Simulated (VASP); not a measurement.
# Si2B5 (P6/mmm) in VASP: single point with PBE

Aim: the single point of Si2B5 with PBE.

Program: VASP 6.6.1. These are calculated values, not measurements. Logs are shortened: lines on timing, memory, paths and dates and some standing lists are left out, and cuts for length are marked.

## (1) The cell of the first run

It takes space group P6/mmm (No. 191, hexagonal). The conventional cell has a = 3.347 Å, b = 3.347 Å, c = 6.214 Å, α = 90.00°, β = 90.00°, γ = 120.00°. Si (site symmetry 6mm) has 7 B at 1.72 to 1.89 Å and 1 Si at 1.77 Å within 2.3 Å. B (site symmetry mmm) has 4 B at 1.67 Å and 4 Si at 1.89 Å within 2.2 Å. B (site symmetry 6mm) has 1 B at 1.01 Å within 1.4 Å.

The cell was generated, and may not be a known phase.

## (2) Single point, PBE

The input, INCAR:

```
SYSTEM = Si2B5
ALGO = Normal
EDIFF = 1E-6
ENCUT = 500
GGA = PE
GGA_COMPAT = .False.
ISIF = 2
ISMEAR = 0
LASPH = .True.
LCHARG = .True.
LELF = .True.
LREAL = .False.
LVHAR = .True.
LWAVE = .False.
NBANDS = 20
NELM = 120
PREC = Accurate
SIGMA = 0.1
```

The input, KPOINTS:

```
k-points
0
Gamma
  6 6 4
  0 0 0
```

The input, POSCAR:

```
Si2B5
1.0
    3.3473493700      0.0000000000      0.0000000000
   -1.6736746800      2.8988895900      0.0000000000
    0.0000000000      0.0000000000      6.2142085900
Si B
2 5
Direct
    0.0000000000      0.0000000000      0.3576001600
    0.0000000000      0.0000000000      0.6423998400
    0.5000000000      0.0000000000      0.5000000000
    0.0000000000      0.5000000000      0.5000000000
    0.5000000000      0.5000000000      0.5000000000
    0.0000000000      0.0000000000      0.9191265600
    0.0000000000      0.0000000000      0.0808734400
```

Potentials or basis: VASP PAW PBE potentials, release 64 (Si, B).

The run is started by

```console
$ cat potpaw_PBE.64/Si/POTCAR potpaw_PBE.64/B/POTCAR > POTCAR
$ mpirun -np 1 vasp_std > vasp.out
```

OUTCAR:

```text
SYSTEM = Si2B5
   EDIFF = 1E-6
   ENCUT = 500
   GGA = PE
   ISIF = 2
   ISMEAR = 0
   LASPH = .True.
   LREAL = .False.
   NELM = 120
   PREC = Accurate

 ion  position               nearest neighbor table
   1  0.000  0.000  0.358-   7 1.72   2 1.77   4 1.89   4 1.89   3 1.89   3 1.89   5 1.89   5 1.89

   2  0.000  0.000  0.642-   6 1.72   1 1.77   4 1.89   4 1.89   3 1.89   3 1.89   5 1.89   5 1.89

   3  0.500  0.000  0.500-   5 1.67   5 1.67   4 1.67   4 1.67   1 1.89   1 1.89   2 1.89   2 1.89

   4  0.000  0.500  0.500-   5 1.67   5 1.67   3 1.67   3 1.67   1 1.89   2 1.89   1 1.89   2 1.89

   5  0.500  0.500  0.500-   3 1.67   3 1.67   4 1.67   4 1.67   1 1.89   2 1.89   1 1.89   2 1.89

   6  0.000  0.000  0.919-   7 1.01   2 1.72
   7  0.000  0.000  0.081-   6 1.01   1 1.72

 -----------------------------------------------------------------------------
|                                                                             |
|           W    W    AA    RRRRR   N    N  II  N    N   GGGG   !!!           |
|           W    W   A  A   R    R  NN   N  II  NN   N  G    G  !!!           |
|           W    W  A    A  R    R  N N  N  II  N N  N  G       !!!           |
|           W WW W  AAAAAA  RRRRR   N  N N  II  N  N N  G  GGG   !            |
|           WW  WW  A    A  R   R   N   NN  II  N   NN  G    G                |
|           W    W  A    A  R    R  N    N  II  N    N   GGGG   !!!           |
|                                                                             |
|     The distance between some ions is very small. Please check the          |
|     nearest-neighbor list in the OUTCAR file.                               |
|     I HOPE YOU KNOW WHAT YOU ARE DOING!                                     |
|                                                                             |
 -----------------------------------------------------------------------------

  LATTYP: Found a hexagonal cell.
 ALAT       =     3.3473493700
 C/A-ratio  =     1.8564565282

  Lattice vectors:

 A1 = (   3.3473493700,   0.0000000000,   0.0000000000)
 A2 = (  -1.6736746800,   2.8988895900,   0.0000000000)
 A3 = (   0.0000000000,   0.0000000000,   6.2142085900)

Analysis of symmetry for initial positions (statically):
=====================================================================
 Subroutine PRICEL returns:
 Original cell was already a primitive cell.

 Routine SETGRP: Setting up the symmetry group for a
 hexagonal supercell.

 Subroutine GETGRP returns: Found 24 space group operations
 (whereof 24 operations were pure point group operations)
 out of a pool of 24 trial point group operations.

The static configuration has the point symmetry D_6h.

Analysis of symmetry for dynamics (positions and initial velocities):
[... 127 lines left out ...]
   PSTRESS=    0.0 pullay stress
   NELECT =      23.0000    total number of electrons
   NUPDOWN=      -1.0000    fix difference up-down
   EMIN   =  10.00;   EMAX   =-10.00  energy-range for DOS
   EFERMI =   0.00;   METHOD = LEGACY
   ISMEAR =     0;   SIGMA  =   0.10  broadening in eV -4-tet -1-fermi 0-gaus
   EFERMI_NEDOS =   21; number of points for ismear=-14 and -15
   IALGO  =     38    algorithm
   IMIX   =      4    mixing-type and parameters
     AMIX     =   0.40;   BMIX     =  1.00
     AMIX_MAG =   1.60;   BMIX_MAG =  1.00
  volume/ion in A,a.u.               =       8.61        58.13
  Fermi-wavevector in a.u.,A,eV,Ry     =   1.187257  2.243590 19.178476  1.409578
  Thomas-Fermi vector in A             =   2.323412
   LORBIT       =      0    0 simple, 1 ext, 2 COOP (PROOUT), +10 PAW based schemes
   GGA     = PE    functional components
   LHFCALC =     F    Hartree Fock is set to
   AEXX    =    0.0000 exact exchange contribution
   IVDW    =     0    specifies the selected vdW correction
   LEPSILON=     F    determine dielectric tensor
   LRPA    =     F    only Hartree local field effects (RPA)
 non-spin polarized calculation
 Gauss-broadening in eV      SIGMA  =   0.10
  energy-cutoff  :      500.00
  volume of cell :       60.30
 maximum number of plane-waves:      1548
   NGX = 13   NGY = 13   NGZ = 23

 number of electron      23.0000001 magnetization

 Free energy of the ion-electron system (eV)
  ---------------------------------------------------
  ext. energy  EPLUGINS =         0.00000000
  ---------------------------------------------------
  free energy    TOTEN  =       -15.73901884 eV

  energy without entropy =      -15.72590403  energy(sigma->0) =      -15.73246143

 E-fermi :   7.2504     XC(G=0): -11.0301

 val. band max:        7.2495325845   @ k =   0.3333   0.0000   0.0000
 cond. band min:       7.2928266618   @ k =   0.1667  -0.0000   0.2500
 fundamental gap:      0.0432940772
 Fermi energy:         7.2504011455

 k-point     1 :       0.0000    0.0000    0.0000
  band No.  band energies     occupation
      1     -12.6653      2.00000
      2      -4.3289      2.00000
      3      -2.6136      2.00000
      4      -2.6136      2.00000
      5      -1.8357      2.00000
      6      -1.2461      2.00000
[... 472 lines left out ...]
     19      18.4260      0.00000
     20      18.4260      0.00000

------------------------ aborting loop because EDIFF is reached ----------------------------------------

  FORCE on cell =-STRESS in cart. coord.  units (eV):
  Direction    XX          YY          ZZ          XY          YZ          ZX
  --------------------------------------------------------------------------------------
  -------------------------------------------------------------------------------------
  Total       31.1813099     31.1813099    117.4643691      0.0000001      0.0000000      0.0000000
  in kB      828.4883266    828.4883268   3121.0317605      0.0000014      0.0000000      0.0000000
  external PRESSURE =    1592.6694713 kB  Pullay stress =       0.0000000 kB

 VOLUME and BASIS-vectors are now :
 -----------------------------------------------------------------------------
  energy-cutoff  :      500.00
  volume of cell :       60.30
      direct lattice vectors                 reciprocal lattice vectors
     3.347349370  0.000000000  0.000000000     0.298743839  0.172479835  0.000000000
    -1.673674680  2.898889590  0.000000000     0.000000000  0.344959671  0.000000000
     0.000000000  0.000000000  6.214208590     0.000000000  0.000000000  0.160921537

 POSITION                                       TOTAL-FORCE (eV/Angst)
 -----------------------------------------------------------------------------------
      0.00000      0.00000      2.22220        -0.000000     -0.000000    -17.917297
      0.00000      0.00000      3.99201        -0.000000      0.000000     17.917297
      1.67367      0.00000      3.10710         0.000000      0.000000      0.000000
     -0.83684      1.44944      3.10710         0.000000      0.000000      0.000000
      0.83684      1.44944      3.10710         0.000000      0.000000      0.000000
      0.00000      0.00000      5.71164        -0.000000      0.000000    -54.517263
      0.00000      0.00000      0.50256        -0.000000     -0.000000     54.517263
 -----------------------------------------------------------------------------------
    total drift:                                0.000000      0.000000     -0.000000

  FREE ENERGIE OF THE ION-ELECTRON SYSTEM (eV)
  ---------------------------------------------------
  free  energy   TOTEN  =       -15.7390188375 eV

  energy  without entropy=      -15.7259040257  energy(sigma->0) =      -15.73246143
```

Wall time 38 s (1 thread of Intel Xeon 8259CL, shared host); peak memory 0.17 GiB.

What came out:

* Free energy: -15.7390 eV
* Pressure: 159.3 GPa
* Largest force: 54.517 eV/Å
* Band gap on the k mesh: zero (an odd number of electrons rules out a gap without spin polarisation)

Forces on the atoms (eV/Å):
```
Si    0.000   0.000 -17.917
Si    0.000   0.000  17.917
B     0.000   0.000   0.000
B     0.000   0.000   0.000
B     0.000   0.000   0.000
B     0.000   0.000 -54.517
B     0.000   0.000  54.517
```

Stress tensor (GPa, compression positive):
```
 82.85   0.00   0.00
  0.00  82.85   0.00
  0.00   0.00 312.10
```

Caveat: the k points lie up to 0.36 Å⁻¹ apart, too coarse for converged energies and pressures of a metal; atoms lie so close that the PAW spheres overlap strongly, which falsifies energies and pressures; forces of over 1 eV/Å act on the atoms, so gaps and moduli don't describe the material at rest.

The gap in the log of VASP goes by the Fermi energy; the results here count the filled bands.